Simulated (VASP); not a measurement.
## SiC: single point with r2SCAN

SiC:

```
CELL_PARAMETERS angstrom
3.07520 0.00000 0.00000
-1.53760 2.66320 0.00000
0.00000 0.00000 5.04817
ATOMIC_POSITIONS crystal
Si 0.33333 0.66667 0.00460
Si 0.66667 0.33333 0.50460
C 0.36960 0.69322 0.36059
C 0.66667 0.33333 0.88040
```

This cell differs from its parent crystal: atom 3 (C) moved by (+0.100, -0.100) A along [1 1 0] and z.

| Quantity | Value |
| --- | --- |
| Program | VASP 6.6.1 |
| Task | single point |
| Functional | r2SCAN |
| Potentials or basis | VASP PAW PBE potentials, release 64 (Si, C) |
| Cutoff | 520 eV |
| k mesh | 12 × 12 × 6 |
| Occupations | gaussian, width 0.05 eV |
| Spin | no spin polarisation |
| Dipole correction | no |
| Further INCAR settings | ALGO = Normal; EDIFF = 1e-06; NBANDS = 16 |

The pressure is 1.1 GPa and the largest force is 3.064 eV/Å. The band gap on the k mesh is 2.07 eV (least direct gap 4.26 eV).

Forces in eV/Å, atoms in the order of the input:
```
Si   0.124  0.126 -1.192
Si   0.769  0.992 -0.864
C   -0.886 -1.116  2.712
C   -0.006 -0.001 -0.657
```

Stress tensor (GPa, compression positive):
```
-2.71 -1.48  1.12
-1.48  0.82  1.62
 1.12  1.62  5.25
```

Levels at points of the mesh, in eV from the valence-band top:
```tsv
k point	band 5	band 6	band 7	band 8	band 9	band 10	band 11	band 12
(0.00, 0.00, 0.00)	-1.47	-0.78	-0.28	0.00	5.08	6.35	6.87	6.90
(0.50, 0.00, 0.00)	-6.22	-3.84	-3.63	-1.54	2.91	3.76	6.93	7.06
(0.00, 0.50, 0.00)	-6.01	-4.08	-3.67	-1.31	2.95	4.43	6.98	7.21
(0.50, 0.50, 0.00)	-6.09	-3.98	-3.68	-1.37	2.94	4.24	6.92	7.17
(0.00, 0.00, 0.50)	-1.25	-1.13	-1.05	-0.44	6.08	6.26	7.24	7.53
(0.50, 0.00, 0.50)	-3.17	-3.02	-2.83	-2.75	3.34	3.48	5.47	5.57
(0.00, 0.50, 0.50)	-3.07	-2.94	-2.74	-2.39	3.25	3.29	5.33	5.77
(0.50, 0.50, 0.50)	-3.14	-2.96	-2.77	-2.41	3.26	3.32	5.37	5.69
```

Wall time 14 min on 1 thread of Oxide Virtual Turin-like Processor (shared host), peak memory 0.32 GiB.

Caveat: the cell differs from its parent crystal (atom 3 (C) moved by (+0.100, -0.100) A along [1 1 0] and z); the stress differs along the axes, from -3 to 5 GPa; the PAW data sets were made with another functional, which shifts forces and pressure a little. A k mesh can miss the band edges.
